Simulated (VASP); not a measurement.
# Au (Im-3m) in VASP: phonons with r2SCAN

Aim: the phonons of Au with r2SCAN.

Program: VASP 6.6.1. These are calculated values, not measurements. Logs are shortened: lines on timing, memory, paths and dates and some standing lists are left out, and cuts for length are marked.

## (1) The cell of the first run

Symmetry: Im-3m, No. 229, cubic system. Conventional cell: a = 3.315 Å, b = 3.315 Å, c = 3.315 Å, α = 90.00°, β = 90.00°, γ = 90.00°. Within 3.8 Å of Au (site symmetry m-3m) lie 14 Au at 2.87 to 3.31 Å.

This isn't the form of Au at room conditions, which is fcc.

## (2) Phonons, r2SCAN

INCAR reads:

```
PREC     = Accurate       # precision mode
ENCUT    = 520            # plane-wave cutoff, eV
EDIFF    = 1E-8           # SCF threshold, eV
ISMEAR   = 0              # smearing method
SIGMA    = 0.15           # smearing width, eV
LREAL    = False          # projectors in reciprocal space
LASPH    = True           # aspherical terms in the spheres
NELM     = 60             # most SCF steps
ALGO     = Normal         # electronic algorithm
ISIF     = 2              # what is computed and relaxed
LWAVE    = False          # write WAVECAR
LCHARG   = False          # write CHGCAR
METAGGA  = R2SCAN         # meta-GGA
LMIXTAU  = True         
IBRION   = 6              # ionic algorithm
NFREE    = 2            
POTIM    = 0.015          # step
NSW      = 1              # ionic steps
```

KPOINTS reads:

```
Automatic mesh
0
Gamma
  14 14 14
```

POSCAR reads:

```
Au
1.0
    0.0000000000     -3.3145380000      0.0000000000
   -3.3145380000      0.0000000000      0.0000000000
    0.0000000000      0.0000000000     -3.3145380000
Au
2
Direct
    0.5000000000      0.5000000000      0.5000000000
    0.0000000000      0.0000000000      0.0000000000
```

Potentials or basis: VASP PAW PBE potentials, release 64 (Au).

Run with:

```
cat potpaw_PBE.64/Au/POTCAR > POTCAR
mpirun -np 1 vasp_std > vasp.out
```

OUTCAR:

```text
PREC = Accurate
   ENCUT = 520
   EDIFF = 1E-8
   ISMEAR = 0
   LREAL = False
   LASPH = True
   NELM = 60
   ISIF = 2
   METAGGA = R2SCAN
   IBRION = 6
   NFREE = 2
   POTIM = 0.015
   NSW = 1

 ion  position               nearest neighbor table
   1  0.500  0.500  0.500-   2 2.87   2 2.87   2 2.87   2 2.87   2 2.87   2 2.87   2 2.87   2 2.87

   2  0.000  0.000  0.000-   1 2.87   1 2.87   1 2.87   1 2.87   1 2.87   1 2.87   1 2.87   1 2.87

  LATTYP: Found a simple cubic cell.
 ALAT       =     3.3145380000

  Lattice vectors:

 A1 = (   0.0000000000,  -3.3145380000,   0.0000000000)
 A2 = (  -3.3145380000,   0.0000000000,   0.0000000000)
 A3 = (   0.0000000000,   0.0000000000,  -3.3145380000)

Analysis of symmetry for initial positions (statically):
=====================================================================
 Subroutine PRICEL returns following result:

  LATTYP: Found a body centered cubic cell.
 ALAT       =     3.3145380000

  Lattice vectors:

 A1 = (  -1.6572690000,  -1.6572690000,   1.6572690000)
 A2 = (  -1.6572690000,   1.6572690000,  -1.6572690000)
 A3 = (   1.6572690000,  -1.6572690000,  -1.6572690000)

   2 primitive cells build up your supercell.

 Routine SETGRP: Setting up the symmetry group for a
 simple cubic supercell.

 Subroutine GETGRP returns: Found 48 space group operations
 (whereof 48 operations were pure point group operations)
 out of a pool of 48 trial point group operations.

The static configuration has the point symmetry O_h .

Analysis of symmetry for dynamics (positions and initial velocities):
=====================================================================
 Subroutine PRICEL returns following result:

  LATTYP: Found a body centered cubic cell.
 ALAT       =     3.3145380000

  Lattice vectors:

 A1 = (  -1.6572690000,  -1.6572690000,   1.6572690000)
 A2 = (  -1.6572690000,   1.6572690000,  -1.6572690000)
 A3 = (   1.6572690000,  -1.6572690000,  -1.6572690000)

   2 primitive cells build up your supercell.

 Routine SETGRP: Setting up the symmetry group for a
 simple cubic supercell.

 Subroutine GETGRP returns: Found 48 space group operations
 (whereof 48 operations were pure point group operations)
 out of a pool of 48 trial point group operations.

The dynamic configuration has the point symmetry O_h .

 Subroutine INISYM returns: Found 48 space group operations
 (whereof 48 operations are pure point group operations),
 and found     2 'primitive' translations

----------------------------------------------------------------------------------------

                                     Primitive cell

  volume of cell :      18.2070

  direct lattice vectors                    reciprocal lattice vectors
    -1.657269000 -1.657269000  1.657269000    -0.301701172 -0.301701172  0.000000000
    -1.657269000  1.657269000 -1.657269000    -0.301701172  0.000000000 -0.301701172
     1.657269000 -1.657269000 -1.657269000     0.000000000 -0.301701172 -0.301701172

  length of vectors
     2.870474110  2.870474110  2.870474110     0.426669890  0.426669890  0.426669890

  position of ions in fractional coordinates (direct lattice)
     1.000000000  1.000000000  1.000000000

  ion indices of the primitive-cell ions
   primitive index   ion index
                 1           1

----------------------------------------------------------------------------------------

 KPOINTS: Automatic mesh

Automatic generation of k-mesh.
 Grid dimensions read from file:
 generate k-points for:   14   14   14

 Generating k-lattice:

  Cartesian coordinates                     Fractional coordinates (reciprocal lattice)
     0.000000000 -0.021550084  0.000000000     0.071428571  0.000000000  0.000000000
    -0.021550084  0.000000000  0.000000000     0.000000000  0.071428571  0.000000000
     0.000000000  0.000000000 -0.021550084     0.000000000  0.000000000  0.071428571

  Length of vectors
     0.021550084  0.021550084  0.021550084

  Shift w.r.t. Gamma in fractional coordinates (k-lattice)
[... 45 lines left out ...]
   ICHARG =      2    charge: 1-file 2-atom 10-const
   ISPIN  =      1    spin polarized calculation?
   LNONCOLLINEAR =      F non collinear calculations
   LSORBIT =      F    spin-orbit coupling
   LASPH  =      T    aspherical Exc in radial PAW
   ENCUT  =  520.0 eV  38.22 Ry    6.18 a.u.   6.16  6.16  6.16*2*pi/ulx,y,z
   NELM   =     60;   NELMIN=  2; NELMDL= -5     # of ELM steps
   EDIFF  = 0.1E-07   stopping-criterion for ELM
   LREAL  =      F    real-space projection
   EDIFFG = 0.1E-06   stopping-criterion for IOM
   NSW    =     61    number of steps for IOM
   IBRION =      6    ionic relax: 0-MD 1-quasi-New 2-CG
   NFREE  =      2    steps in history (QN), initial steepest desc. (CG)
   ISIF   =      2    stress and relaxation
   ISYM   =      2    0-nonsym 1-usesym 2-fastsym
   POTIM  = 0.0150    time-step for ionic-motion
   TEBEG  =    0.0;   TEEND  =   0.0 temperature during run
   PSTRESS=    0.0 pullay stress
   NELECT =      22.0000    total number of electrons
   NUPDOWN=      -1.0000    fix difference up-down
   EMIN   =  10.00;   EMAX   =-10.00  energy-range for DOS
   EFERMI =   0.00;   METHOD = LEGACY
   ISMEAR =     0;   SIGMA  =   0.15  broadening in eV -4-tet -1-fermi 0-gaus
   EFERMI_NEDOS =   21; number of points for ismear=-14 and -15
   IALGO  =     38    algorithm
   IMIX   =      4    mixing-type and parameters
     AMIX     =   0.40;   BMIX     =  1.00
     AMIX_MAG =   1.60;   BMIX_MAG =  1.00
  volume/ion in A,a.u.               =      18.21       122.87
  Fermi-wavevector in a.u.,A,eV,Ry     =   1.383968  2.615320 26.060157  1.915367
  Thomas-Fermi vector in A             =   2.508516
   LORBIT       =      0    0 simple, 1 ext, 2 COOP (PROOUT), +10 PAW based schemes
   METAGGA = R2SCAN    functional components
   LHFCALC =     F    Hartree Fock is set to
   AEXX    =    0.0000 exact exchange contribution
   IVDW    =     0    specifies the selected vdW correction
   LEPSILON=     F    determine dielectric tensor
   LRPA    =     F    only Hartree local field effects (RPA)
 finite differences with symmetry
 non-spin polarized calculation
 Gauss-broadening in eV      SIGMA  =   0.15
  energy-cutoff  :      520.00
  volume of cell :       36.41
 maximum number of plane-waves:       996
 NGX is ok and might be reduce to    28
   NGX = 13   NGY = 13   NGZ = 13

--------------------------------------- Ionic step        1  -------------------------------------------

 number of electron      22.0000001 magnetization

 Free energy of the ion-electron system (eV)
  ---------------------------------------------------
  ext. energy  EPLUGINS =         0.00000000
  ---------------------------------------------------
  free energy    TOTEN  =      -101.13813392 eV

  energy without entropy =     -101.13254779  energy(sigma->0) =     -101.13534086

------------------------ aborting loop because EDIFF is reached ----------------------------------------

  FORCE on cell =-STRESS in cart. coord.  units (eV):
  Direction    XX          YY          ZZ          XY          YZ          ZX
  --------------------------------------------------------------------------------------
  -------------------------------------------------------------------------------------
  Total       -1.0002236     -1.0002236     -1.0002236     -0.0000000     -0.0000000     -0.0000000
  in kB      -44.0087124    -44.0087124    -44.0087124     -0.0000000     -0.0000000     -0.0000000
  external PRESSURE =     -44.0087124 kB  Pullay stress =       0.0000000 kB
[... 59 lines left out ...]
--------------------------------------- Ionic step        3  -------------------------------------------

 number of electron      22.0000001 magnetization

 Free energy of the ion-electron system (eV)
  ---------------------------------------------------
  ext. energy  EPLUGINS =         0.00000000
  ---------------------------------------------------
  free energy    TOTEN  =      -101.13759219 eV

  energy without entropy =     -101.13200690  energy(sigma->0) =     -101.13479954

 E-fermi :   8.3385     XC(G=0): -13.1572

 val. band max:        8.3347806100   @ k =   0.2857   0.0000   0.4286
 cond. band min:       8.3392642274   @ k =   0.0714   0.5000   0.4286
 fundamental gap:      0.0044836175
 Fermi energy:         8.3384891651

 k-point     1 :       0.0000    0.0000    0.0000
  band No.  band energies     occupation
      1      -1.0979      2.00000
      2       1.7428      2.00000
      3       1.7435      2.00000
      4       3.4885      2.00000
      5       3.4895      2.00000
      6       3.4895      2.00000
      7       5.2676      2.00000
      8       5.2688      2.00000
      9       6.3529      2.00000
     10       6.3529      2.00000
     11       6.3539      2.00000
     12      14.8565      0.00000
     13      14.8565      0.00000
     14      14.8580      0.00000
[... 401 lines left out ...]
      2       2.2811      2.00000
      3       2.9849      2.00000
      4       3.2519      2.00000
      5       3.6930      2.00000
      6       3.8851      2.00000
      7       4.5957      2.00000
      8       4.8281      2.00000
      9       5.2078      2.00000
     10       5.5370      2.00000
     11       6.3380      2.00000
     12       9.1932      0.00000
     13      14.1798      0.00000
     14      19.0134      0.00000
     15      19.6721      0.00000

 [... further k-points ...]

------------------------ aborting loop because EDIFF is reached ----------------------------------------

  FORCE on cell =-STRESS in cart. coord.  units (eV):
  Direction    XX          YY          ZZ          XY          YZ          ZX
  --------------------------------------------------------------------------------------
  -------------------------------------------------------------------------------------
  Total       -0.9991720     -0.9962033     -0.9962033      0.0000000      0.0000000      0.0000000
  in kB      -43.9624437    -43.8318228    -43.8318228      0.0000000      0.0000000      0.0000000
  external PRESSURE =     -43.8753631 kB  Pullay stress =       0.0000000 kB
[... 17 lines left out ...]
  FREE ENERGIE OF THE ION-ELECTRON SYSTEM (eV)
  ---------------------------------------------------
  free  energy   TOTEN  =      -101.1375921854 eV

  energy  without entropy=     -101.1320069029  energy(sigma->0) =     -101.13479954

 INTERNAL STRAIN TENSORS FROM DISPLACED ATOMS
 ============================================

 INTERNAL STRAIN TENSOR FOR ION    1 for displacements in x,y,z  (eV/Angst):
          X           Y           Z          XY          YZ          ZX
  --------------------------------------------------------------------------------
  x     0.00000     0.00000     0.00000     0.00000     0.00000     0.00000
  y     0.00000     0.00000     0.00000     0.00000     0.00000     0.00000
  z     0.00000     0.00000     0.00000     0.00000     0.00000     0.00000

 INTERNAL STRAIN TENSOR FOR ION    2 for displacements in x,y,z  (eV/Angst):
          X           Y           Z          XY          YZ          ZX
  --------------------------------------------------------------------------------
  x     0.00000     0.00000     0.00000     0.00000     0.00000     0.00000
  y     0.00000     0.00000     0.00000     0.00000     0.00000     0.00000
  z     0.00000     0.00000     0.00000     0.00000     0.00000     0.00000

 Eigenvectors and eigenvalues of the dynamical matrix
 ----------------------------------------------------

   1 f  =    3.458846 THz    21.732572 2PiTHz  115.374691 cm-1    14.304632 meV
             X         Y         Z           dx          dy          dz
     -1.657269 -1.657269 -1.657269    -0.000000    0.372414    0.601089
      0.000000  0.000000  0.000000     0.000000   -0.372414   -0.601089
[... 11 lines left out ...]
   4 f  =    0.000000 THz     0.000000 2PiTHz    0.000000 cm-1     0.000000 meV
             X         Y         Z           dx          dy          dz
     -1.657269 -1.657269 -1.657269     0.707107    0.000000    0.000000
      0.000000  0.000000  0.000000     0.707107   -0.000000    0.000000

   5 f/i=    0.000000 THz     0.000000 2PiTHz    0.000001 cm-1     0.000000 meV
             X         Y         Z           dx          dy          dz
     -1.657269 -1.657269 -1.657269     0.000000    0.371748   -0.601501
      0.000000  0.000000  0.000000    -0.000000    0.371748   -0.601501

   6 f/i=    0.000000 THz     0.000000 2PiTHz    0.000002 cm-1     0.000000 meV
             X         Y         Z           dx          dy          dz
     -1.657269 -1.657269 -1.657269    -0.000000   -0.601501   -0.371748
      0.000000  0.000000  0.000000    -0.000000   -0.601501   -0.371748

 ELASTIC MODULI CONTR FROM IONIC RELAXATION (kBar)
 Direction    XX          YY          ZZ          XY          YZ          ZX
 --------------------------------------------------------------------------------
 XX           0.0000      0.0000      0.0000      0.0000      0.0000      0.0000
 YY           0.0000      0.0000      0.0000      0.0000      0.0000      0.0000
 ZZ           0.0000      0.0000      0.0000      0.0000      0.0000      0.0000
 XY           0.0000      0.0000      0.0000      0.0000      0.0000      0.0000
 YZ           0.0000      0.0000      0.0000      0.0000      0.0000      0.0000
 ZX           0.0000      0.0000      0.0000      0.0000      0.0000      0.0000
 --------------------------------------------------------------------------------
```

It took 14 min on 1 thread of AMD EPYC 9R45 (Zen 5), shared host; peak memory 0.32 GiB.

What came out:

```
Highest phonon frequency at Γ : 115 cm⁻¹
```

Phonon frequencies in cm⁻¹ (negative: imaginary):
```csv
q point,frequencies
"(0.000, 0.000, 0.000)",0 0 0 115 115 115
```

Caveat: the cell stands under pressure or tension, which shifts response properties; the PAW data sets were made with another functional, which shifts forces and pressure a little; spin-orbit coupling is left out, which moves the levels of the heavy elements.
